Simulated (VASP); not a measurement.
## MgF2: single point with r2SCAN

Crystal: MgF2.

```
CELL_PARAMETERS angstrom
4.62202 0.00000 0.00000
0.00000 4.62202 0.00000
0.00000 0.00000 3.04611
ATOMIC_POSITIONS crystal
Mg 0.50000 0.50000 0.50000
Mg 0.00000 0.00000 0.00000
F 0.69705 0.69705 0.00000
F 0.80295 0.19705 0.50000
F 0.30295 0.30295 0.00000
F 0.19705 0.80295 0.50000
```

```
Program                : VASP 6.6.1
Task                   : single point
Functional             : r2SCAN
Potentials or basis    : VASP PAW PBE potentials, release 64 (Mg, F)
Cutoff                 : 660 eV
k mesh                 : 6 × 6 × 8
Occupations            : gaussian, width 0.01 eV
Spin                   : no spin polarisation
Dipole correction      : no
Further INCAR settings : ALGO = Normal; EDIFF = 1e-06; NBANDS = 25
```

* Pressure: -1.5 GPa
* Largest force: 0.007 eV/Å
* Band gap on the k mesh: 8.03 eV

Forces on the atoms (eV/Å):
```
Mg   0.000  0.000  0.000
Mg   0.000  0.000  0.000
F   -0.005 -0.005  0.000
F    0.005 -0.005  0.000
F    0.005  0.005  0.000
F   -0.005  0.005  0.000
```

Stress tensor (GPa, compression positive):
```
-1.41  0.00  0.00
 0.00 -1.41  0.00
 0.00  0.00 -1.55
```

Levels at points of the mesh, in eV from the valence-band top:
```
           k point  band 12  band 13  band 14  band 15  band 16  band 17  band 18  band 19  band 20  band 21
(0.00, 0.00, 0.00)    -1.23    -0.72    -0.32    -0.32     0.00     8.03    13.27    13.27    14.81    15.44
(0.50, 0.00, 0.00)    -1.38    -0.98    -0.98    -0.38    -0.38    10.47    10.47    14.56    14.56    16.68
(0.50, 0.50, 0.00)    -1.28    -0.95    -0.95    -0.79    -0.79    12.23    12.23    12.33    12.33    18.63
(0.00, 0.00, 0.50)    -1.43    -1.16    -1.16    -0.86    -0.86    12.88    12.88    16.07    16.07    16.45
(0.50, 0.00, 0.50)    -1.36    -0.74    -0.74    -0.68    -0.68    13.79    13.79    14.59    14.59    16.99
(0.50, 0.50, 0.50)    -1.40    -0.62    -0.62    -0.48    -0.48    14.28    14.28    14.55    14.55    15.70
```

Wall time 6.2 min on 1 thread of Intel(R) Xeon(R) Platinum 8259CL CPU @ 2.50GHz (Skylake/Cascade Lake), with other jobs on the host, peak memory 0.27 GiB.

Caveat: the PAW data sets were made with another functional, which shifts forces and pressure a little. A k mesh can miss the band edges.
